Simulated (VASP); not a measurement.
# ZnGeP2 (I-42d) in VASP: single point with PBE

Aim: the single point of ZnGeP2 with PBE.

Program: VASP 6.6.1. These are calculated values, not measurements. Logs are shortened: lines on timing, memory, paths and dates and some standing lists are left out, and cuts for length are marked.

## Step 1: The cell of the first run

Symmetry: I-42d, No. 122, tetragonal system. The conventional cell has a = 5.432 Å, b = 5.432 Å, c = 10.705 Å, α = 90.00°, β = 90.00°, γ = 90.00°. Within 3.0 Å of Ge (site symmetry -4) lie 4 P at 2.30 Å. Zn (site symmetry -4) has 4 P at 2.39 Å within 3.2 Å. Within 3.0 Å of P (site symmetry 2) lie 2 Ge at 2.30 Å and 2 Zn at 2.39 Å.

## Step 2: Single point, PBE

Contents of POSCAR:

```
ZnGeP2
1.0
    0.0000000000      5.4321060000      0.0000000000
    5.4321060000      0.0000000000      0.0000000000
    2.7160530000      2.7160530000     -5.3525140000
Ge Zn P
2 2 4
Direct
    0.5000000000      0.5000000000      0.0000000000
    0.2500000000      0.7500000000      0.5000000000
    0.0000000000      0.0000000000      0.0000000000
    0.7500000000      0.2500000000      0.5000000000
    0.3750000000      0.3890000000      0.7500000000
    0.6110000000      0.1250000000      0.2500000000
    0.8750000000      0.8610000000      0.7500000000
    0.1390000000      0.6250000000      0.2500000000
```

Contents of INCAR.step1:

```
  ALGO = Normal
  EDIFF = 1E-6
  ENCUT = 410
  GGA = PE
  GGA_COMPAT = False
  ISIF = 2
  ISMEAR = -1
  LASPH = True
  LCHARG = True
  LORBIT = 11
  LREAL = False
  LWAVE = False
  NBANDS = 46
  NEDOS = 2001
  NELM = 120
  PREC = Accurate
  SIGMA = 0.1
```

Contents of KPOINTS.step1:

```
k-points
0
Gamma
  5 5 5
```

Contents of INCAR.step2:

```
  ALGO = Normal
  EDIFF = 1E-6
  ENCUT = 410
  GGA = PE
  GGA_COMPAT = False
  ICHARG = 11
  ISIF = 2
  ISMEAR = -5
  LASPH = True
  LCHARG = False
  LORBIT = 10
  LREAL = False
  LWAVE = False
  NBANDS = 46
  NEDOS = 1001
  NELM = 120
  PREC = Accurate
  SIGMA = 0.1
```

Contents of KPOINTS.step2:

```
k-points
0
Gamma
  8 8 8
```

Potentials or basis: VASP PAW PBE potentials, release 64 (Ge_d, Zn, P).

Started as:

```sh
cat potpaw_PBE.64/Ge_d/POTCAR potpaw_PBE.64/Zn/POTCAR potpaw_PBE.64/P/POTCAR > POTCAR
cp INCAR.step1 INCAR
cp KPOINTS.step1 KPOINTS
mpirun -np 1 vasp_std > vasp.out
cp INCAR.step2 INCAR
cp KPOINTS.step2 KPOINTS
mpirun -np 1 vasp_std > vasp.out
```

OUTCAR:

```text
EDIFF = 1E-6
   ENCUT = 410
   GGA = PE
   ICHARG = 11
   ISIF = 2
   ISMEAR = -5
   LASPH = True
   LORBIT = 10
   LREAL = False
   NELM = 120
   PREC = Accurate

 ion  position               nearest neighbor table
   1  0.500  0.500  0.000-   5 2.30   6 2.30   7 2.30   8 2.30
   2  0.250  0.750  0.500-   5 2.30   6 2.30   7 2.30   8 2.30
   3  0.000  0.000  0.000-   5 2.39   6 2.39   7 2.39   8 2.39
   4  0.750  0.250  0.500-   5 2.39   6 2.39   7 2.39   8 2.39
   5  0.375  0.389  0.750-   1 2.30   2 2.30   3 2.39   4 2.39
   6  0.611  0.125  0.250-   1 2.30   2 2.30   3 2.39   4 2.39
   7  0.875  0.861  0.750-   1 2.30   2 2.30   3 2.39   4 2.39
   8  0.139  0.625  0.250-   1 2.30   2 2.30   3 2.39   4 2.39

  LATTYP: Found a body centered tetragonal cell.
 ALAT       =     5.4321060000
 C/A-ratio  =     1.9706957118

  Lattice vectors:

 A1 = (  -2.7160530000,   2.7160530000,   5.3525140000)
 A2 = (   2.7160530000,  -2.7160530000,   5.3525140000)
 A3 = (   2.7160530000,   2.7160530000,  -5.3525140000)

Analysis of symmetry for initial positions (statically):
=====================================================================
 Subroutine PRICEL returns:
 Original cell was already a primitive cell.

 Routine SETGRP: Setting up the symmetry group for a
 body centered tetragonal supercell.

 Subroutine GETGRP returns: Found  8 space group operations
 (whereof  4 operations were pure point group operations)
 out of a pool of 16 trial point group operations.

The static configuration has the point symmetry S_4 .
 The point group associated with its full space group is D_2d.

Analysis of symmetry for dynamics (positions and initial velocities):
=====================================================================
 Subroutine PRICEL returns:
 Original cell was already a primitive cell.

 Routine SETGRP: Setting up the symmetry group for a
 body centered tetragonal supercell.

 Subroutine GETGRP returns: Found  8 space group operations
 (whereof  4 operations were pure point group operations)
 out of a pool of 16 trial point group operations.

The dynamic configuration has the point symmetry S_4 .
 The point group associated with its full space group is D_2d.

 Subroutine INISYM returns: Found  8 space group operations
 (whereof  4 operations are pure point group operations),
 and found     1 'primitive' translations

----------------------------------------------------------------------------------------

[... 125 lines left out ...]
     AMIX     =   0.40;   BMIX     =  1.00
     AMIX_MAG =   1.60;   BMIX_MAG =  1.00
  volume/ion in A,a.u.               =      19.74       133.23
  Fermi-wavevector in a.u.,A,eV,Ry     =   1.259953  2.380965 21.598987  1.587481
  Thomas-Fermi vector in A             =   2.393487
   LORBIT       =     10    0 simple, 1 ext, 2 COOP (PROOUT), +10 PAW based schemes
   GGA     = PE    functional components
   LHFCALC =     F    Hartree Fock is set to
   AEXX    =    0.0000 exact exchange contribution
   IVDW    =     0    specifies the selected vdW correction
   LEPSILON=     F    determine dielectric tensor
   LRPA    =     F    only Hartree local field effects (RPA)
 non-spin polarized calculation
 Fermi weights with tetrahedron method with Bloechl corrections
  energy-cutoff  :      410.00
  volume of cell :      157.94
 maximum number of plane-waves:      3004

 number of electron      71.9999996 magnetization

 Free energy of the ion-electron system (eV)
  ---------------------------------------------------
  ext. energy  EPLUGINS =         0.00000000
  ---------------------------------------------------
  free energy    TOTEN  =       -34.41904083 eV

  energy without entropy =      -34.41904083  energy(sigma->0) =      -34.41904083

 E-fermi :   4.4037     XC(G=0):  -9.8979

 val. band max:        4.3795671260   @ k =   0.0000   0.0000   0.0000
 cond. band min:       5.7509441853   @ k =  -0.2500   0.0000   0.3750
 fundamental gap:      1.3713770593
 Fermi energy:         4.4037086300

 k-point     1 :       0.0000    0.0000    0.0000
  band No.  band energies     occupation
      1     -20.4222      2.00000
      2     -20.4200      2.00000
      3     -20.4200      2.00000
      4     -20.4153      2.00000
      5     -20.4081      2.00000
      6     -20.4081      2.00000
[... 1165 lines left out ...]
     45       9.9563      0.00000
     46      10.2333      0.00000

 [... further k-points ...]

------------------------ aborting loop because EDIFF is reached ----------------------------------------

  FORCE on cell =-STRESS in cart. coord.  units (eV):
  Direction    XX          YY          ZZ          XY          YZ          ZX
  --------------------------------------------------------------------------------------
  -------------------------------------------------------------------------------------
  Total        3.4709015      3.4709015      2.9847339      0.0000000     -0.0000000      0.0000000
  in kB       35.2093968     35.2093968     30.2776325      0.0000000     -0.0000000      0.0000000
  external PRESSURE =      33.5654754 kB  Pullay stress =       0.0000000 kB

 VOLUME and BASIS-vectors are now :
 -----------------------------------------------------------------------------
  energy-cutoff  :      410.00
  volume of cell :      157.94
      direct lattice vectors                 reciprocal lattice vectors
     0.000000000  5.432106000  0.000000000     0.000000000  0.184090664  0.093414048
     5.432106000  0.000000000  0.000000000     0.184090664  0.000000000  0.093414048
     2.716053000  2.716053000 -5.352514000     0.000000000  0.000000000 -0.186828096

 POSITION                                       TOTAL-FORCE (eV/Angst)
 -----------------------------------------------------------------------------------
      2.71605      2.71605      0.00000         0.000000     -0.000000     -0.000000
      5.43211      2.71605     -2.67626        -0.000000     -0.000000     -0.000000
      0.00000      0.00000      0.00000         0.000000     -0.000000     -0.000000
      2.71605      5.43211     -2.67626         0.000000     -0.000000     -0.000000
      4.15013      4.07408     -4.01439        -0.720210     -0.000000     -0.000000
      1.35803      3.99803     -1.33813         0.000000      0.720210     -0.000000
      6.71408      6.79013     -4.01439         0.720210     -0.000000      0.000000
      4.07408      1.43408     -1.33813        -0.000000     -0.720210     -0.000000
 -----------------------------------------------------------------------------------
    total drift:                                0.000014      0.000014     -0.000021

  FREE ENERGIE OF THE ION-ELECTRON SYSTEM (eV)
  ---------------------------------------------------
  free  energy   TOTEN  =       -34.4190408349 eV

  energy  without entropy=      -34.4190408349  energy(sigma->0) =      -34.41904083

 total charge

# of ion       s       p       d       tot
------------------------------------------
    1        1.098   1.282  10.102  12.482
    2        1.098   1.282  10.102  12.482
    3        0.571   0.532   9.746  10.849
    4        0.571   0.532   9.746  10.849
    5        1.030   1.507   0.000   2.537
    6        1.030   1.507   0.000   2.537
    7        1.030   1.507   0.000   2.537
    8        1.030   1.507   0.000   2.537
--------------------------------------------------
tot          7.458   9.657  39.697  56.811
```

OUTCAR.step1:

```text
EDIFF = 1E-6
   ENCUT = 410
   GGA = PE
   ISIF = 2
   ISMEAR = -1
   LASPH = True
   LORBIT = 11
   LREAL = False
   NELM = 120
   PREC = Accurate
[... 1124 lines left out ...]
  free  energy   TOTEN  =       -34.4132030369 eV

  energy  without entropy=      -34.4130250627  energy(sigma->0) =      -34.41311405

 total charge

# of ion       s       p       d       tot
------------------------------------------
    1        1.098   1.281  10.102  12.481
    2        1.098   1.281  10.102  12.481
    3        0.571   0.532   9.747  10.849
    4        0.571   0.532   9.747  10.849
    5        1.030   1.508   0.000   2.537
    6        1.030   1.508   0.000   2.537
    7        1.030   1.508   0.000   2.537
    8        1.030   1.508   0.000   2.537
--------------------------------------------------
tot          7.456   9.657  39.696  56.809
```

Wall time 2.3 min (1 thread of Intel Xeon 6975P-C (Granite Rapids), shared host); peak memory 0.39 GiB.

What came out:

| Quantity | Value |
| --- | --- |
| Valence electrons inside the program's atomic spheres | Ge 12.48; Zn 10.85; P 2.54 |
